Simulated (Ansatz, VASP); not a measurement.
**Two plane-wave programs on K2ScSi2**

File POSCAR:

```
K2ScSi2
1.0
    0.0000000000      4.5186470000      0.0000000000
    4.5186470000      0.0000000000      0.0000000000
    2.2593230000      2.2593230000     -5.7697780000
Sc K Si
1 2 2
Direct
    0.0000000000      0.0000000000      0.0000000000
    0.7500000000      0.2500000000      0.5000000000
    0.2500000000      0.7500000000      0.5000000000
    0.3750000000      0.3750000000      0.2500000000
    0.6250000000      0.6250000000      0.7500000000
```

File INCAR.step1:

```
PREC = Accurate
ENCUT = 520
ISMEAR = -1
SIGMA = 0.1
LREAL = False
LASPH = True
NELM = 100
NBANDS = 26
GGA = PE
ALGO = Normal
EDIFF = 1E-4
LWAVE = True
LCHARG = False
```

Contents of INCAR.step2:

```
PREC = Accurate
ENCUT = 520
EDIFF = 1E-7
ISMEAR = -1
SIGMA = 0.1
LREAL = False
LASPH = True
NELM = 100
ALGO = Normal
ISIF = 2
LWAVE = False
LCHARG = True
METAGGA = R2SCAN
LMIXTAU = True
LELF = True
LVHAR = True
NBANDS = 26
ISTART = 1
```

KPOINTS

```
regular mesh
0
Gamma
  8 8 8
```

Input for Ansatz:

```yaml
crystal:
  lattice:
    - [0.0, 4.518647, 0.0]
    - [4.518647, 0.0, 0.0]
    - [2.259323, 2.259323, -5.769778]
  atoms:
    - { symbol: Sc, position: [0.0, 0.0, 0.0] }
    - { symbol: K, position: [0.75, 0.25, 0.5] }
    - { symbol: K, position: [0.25, 0.75, 0.5] }
    - { symbol: Si, position: [0.375, 0.375, 0.25] }
    - { symbol: Si, position: [0.625, 0.625, 0.75] }
  symmetry: { tolerance: 0.0003 }
kpoints:
  mp_grid: { grid: [8, 8, 8], shift: [0, 0, 0] }
  band_path:
    path:
      - [0.0, 0.0, 0.0]
      - [0.5, 0.5, 0.5]
      - [0.5, 0.5, 0.25]
      - [0.0, 0.5, 0.0]
      - [0.0, 0.0, 0.0]
      - [0.0, 0.0, -0.5]
      - [0.0, 0.42333297, -0.28833351]
      - [0.0, 0.57666703, 0.28833351]
      - [0.0, 0.0, 0.0]
      - [0.5, 0.5, 0.5]
      - [0.42333297, 0.57666703, 0.5]
    npoints: 6
magnetization:
  spin_polarized: false
scf:
  occupations: { method: fermi_dirac }
  lower_state_search: "off"
  max_iter: 200
hamiltonian:
  pseudopotentials: { kind: paw }
  xc: r2scan
basis:
  ecutwfc: 500
  fft_grid_basis: typed
output:
  forces: true
  stress: true
  eigenvalues: true
  bader: true
  populations: true
  elf: true
  write_potential: true
  volumetric_format: npy
  dos:
    e_range: [-12, 8]
    de: 0.05
    projected: { site_lists: { K: [K], Sc: [Sc], Si: [Si] } }
checkpoint:
  read: saved_state
```

Alike in both runs: task single point; functional r2SCAN; k mesh 8 × 8 × 8; no spin polarisation.

|  | VASP | Ansatz |
| --- | --- | --- |
| version | VASP 6.6.1 | Ansatz 0.2.0 |
| potentials or method | VASP PAW PBE potentials, release 64 (Sc_sv, K_sv, Si), cutoff 520 eV | PAW plane waves |
| occupations | fermi-dirac, width 0.1 eV | fermi-dirac |
| valence electrons in the cell | 37 | 37 |

```tsv
	VASP	Ansatz	Ansatz less VASP
pressure (GPa)	13.2	12.9	-0.29
traceless stress, the component that is largest in VASP (GPa)	0.33	0.38	+0.050
rms of the force components (eV/Å)	2.261	2.241	-0.0200
```

VASP's potentials were made for PBE, not for r2SCAN. Atom by atom the forces differ by 0.020 eV/Å (rms over components).
